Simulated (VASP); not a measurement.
Runs of VASP 6.6.1 on AlN. The structure is that of space group P6_3/mmc (No. 194), or close to it. The cells are those of the table. 

```csv
cell,gap on the mesh (eV),pressure (GPa)
"a = 3.249, b = 3.249, c = 3.761 Å, angles 90.0, 90.0, 120.0°, 4 atoms",4.32,(a)
"a = 3.307, b = 3.307, c = 4.422 Å, angles 90.0, 90.0, 120.0°, 4 atoms",2.65,-10.6
"a = 3.080, b = 3.080, c = 4.185 Å, angles 90.0, 90.0, 120.0°, 4 atoms",4.21,41.4
"a = 3.186, b = 3.186, c = 4.125 Å, angles 90.0, 90.0, 120.0°, 4 atoms",3.83,(d)
"a = 3.141, b = 3.141, c = 4.134 Å, angles 90.0, 90.0, 120.0°, 4 atoms",4.02,29.2
"a = 3.179, b = 3.179, c = 4.251 Å, angles 90.0, 90.0, 120.0°, 4 atoms",3.59,15.2
"a = 3.147, b = 3.147, c = 4.010 Å, angles 90.0, 90.0, 120.0°, 4 atoms",4.21,36.2
"a = 3.257, b = 3.257, c = 4.151 Å, angles 90.0, 90.0, 120.0°, 4 atoms",3.48,6.0
"a = 3.477, b = 3.477, c = 4.090 Å, angles 90.0, 90.0, 120.0°, 4 atoms",2.91,-16.5
"a = 3.361, b = 3.361, c = 4.283 Å, angles 90.0, 90.0, 120.0°, 4 atoms",2.78,(b)
"a = 3.275, b = 3.275, c = 4.309 Å, angles 90.0, 90.0, 120.0°, 4 atoms",3.05,-3.0
"a = 3.404, b = 3.404, c = 4.269 Å, angles 90.0, 90.0, 120.0°, 4 atoms",2.67,(c)
```

Alike in all rows: task single point; level PBEsol; potentials or basis VASP PAW PBE potentials, release 64 (Al, N); no spin polarisation; k mesh 9 × 9 × 6; cutoff (eV) 520; smearing gaussian 0.05 eV.

**Question.** Fill in the values left out.

**Answer.** (a) 36.6; (b) -12.7; (c) -16.6; (d) 20.1.

Caveats: the PAW data sets were made with another functional, which shifts forces and pressure a little.

A k mesh can miss the band edges.
